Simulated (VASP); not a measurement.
**Cr: single point with r2SCAN**

Cr:

```
Cr
1.0
     1.14846   -2.46332    0.00000
     1.14846    2.46332    0.00000
     0.00000    0.00000    4.09722
Cr
2
Cartesian
  1.1485 1.8204 3.0729
  1.1485 -1.8204 1.0243
```

```yaml
Program: VASP 6.6.1
Task: single point
Functional: r2SCAN
Potentials_or_basis: VASP PAW PBE potentials, release 64 (Cr_pv)
Cutoff: 520 eV
k_mesh: 20 × 20 × 10
Occupations: gaussian, width 0.1 eV
Spin: no spin polarisation
```

* Pressure: 0.8 GPa
* Band gap on the k mesh: zero (band 12 reaches 11.21 eV, above the bottom of band 13 at 10.48 eV)

Stress tensor (GPa, compression positive):
```
1.08 0.00 0.00
0.00 0.65 0.00
0.00 0.00 0.75
```

Levels at points of the mesh, in eV from the Fermi level:
| k point | band 9 | band 10 | band 11 | band 12 | band 13 | band 14 | band 15 | band 16 |
| --- | --- | --- | --- | --- | --- | --- | --- | --- |
| (0.00, 0.00, 0.00) | -2.31 | -2.13 | -0.88 | 0.20 | 0.68 | 1.15 | 1.19 | 1.90 |
| (0.50, 0.00, 0.00) | -3.86 | -1.32 | -0.44 | 0.03 | 0.27 | 1.98 | 2.07 | 2.34 |
| (0.50, 0.50, 0.00) | -2.86 | -2.65 | -2.14 | -1.61 | 0.75 | 2.26 | 2.75 | 2.94 |
| (0.00, 0.00, 0.50) | -2.14 | -2.14 | -1.22 | -1.22 | 0.72 | 0.72 | 0.75 | 0.75 |
| (0.50, 0.00, 0.50) | -2.44 | -2.44 | 0.10 | 0.10 | 1.37 | 1.37 | 2.38 | 2.38 |
| (0.50, 0.50, 0.50) | -2.96 | -2.96 | 0.08 | 0.08 | 1.74 | 1.74 | 2.50 | 2.50 |

It took 5.5 min on 1 thread of Intel(R) Xeon(R) 6975P-C (Granite Rapids), on a shared host, peak memory 0.33 GiB.

Caveat: the PAW data sets were made with another functional, which shifts forces and pressure a little; the run has no spin polarisation, though such a crystal can be magnetic. Spin polarisation is off, so any magnetic state and its effect on volume and gap are missing.
